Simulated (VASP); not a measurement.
Here is a VASP 6.6.1 calculation.

File INCAR:

```
SYSTEM = LuHg
ALGO = Normal
EDIFF = 1E-6
ENCUT = 520
GGA = PS
ISIF = 2
ISMEAR = 0
LASPH = .True.
LCHARG = .True.
LELF = .True.
LREAL = .False.
LVHAR = .True.
LWAVE = .False.
NBANDS = 26
NELM = 100
PREC = Accurate
SIGMA = 0.1
```

The input KPOINTS:

```
k-points
0
Gamma
  6 6 6
  0 0 0
```

Contents of POSCAR:

```
LuHg
1.0
    3.6070000000      0.0000000000      0.0000000000
    0.0000000000      3.6070000000      0.0000000000
    0.0000000000      0.0000000000      3.6070000000
Lu Hg
1 1
Direct
    0.5000000000      0.5000000000      0.5000000000
    0.0000000000      0.0000000000      0.0000000000
```

Potentials or basis: VASP PAW PBE potentials, release 64 (Lu, Hg).

Run with:

```bash
$ cat potpaw_PBE.64/Lu/POTCAR potpaw_PBE.64/Hg/POTCAR > POTCAR
$ mpirun -np 1 vasp_std > vasp.out
```

Task: Predict the pressure.

Result: -1.1 GPa.

Caveat: the PAW data sets were made with another functional, which shifts forces and pressure a little.
